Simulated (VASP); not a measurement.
The system is MgO.

```
Mg O
1.0
     0.00000    2.09700    2.09700
     2.09700    0.00000    2.09700
     2.09700    2.09700    0.00000
Mg O
1 1
Cartesian
  0.0000 0.0000 0.0000
  2.0970 2.0970 2.0970
```

Base run:

| Property | Result |
| --- | --- |
| Program | VASP 6.6.1 |
| Functional | PBEsol |
| Potentials or basis | VASP PAW PBE potentials, release 64 (Mg, O) |
| Cutoff | 520 eV |
| k mesh | 8 × 8 × 8 |
| Occupations | fermi-dirac, width 0.05 eV |
| Spin | no spin polarisation |

Its results: band gap on the k mesh 4.76 eV; pressure 1.8 GPa.

Problem. The run is repeated on the same cell with these changes: functional from PBEsol to r2SCAN-based global hybrid with 35 % exact exchange; k mesh from 8 × 8 × 8 to 6 × 6 × 6. What comes out?

Solution. Band gap on the k mesh 8.82 eV; pressure -4.2 GPa.

Several settings changed at once.

Caveats: some runs use coarse meshes; the PAW data sets were made with another functional, which shifts forces and pressure a little.

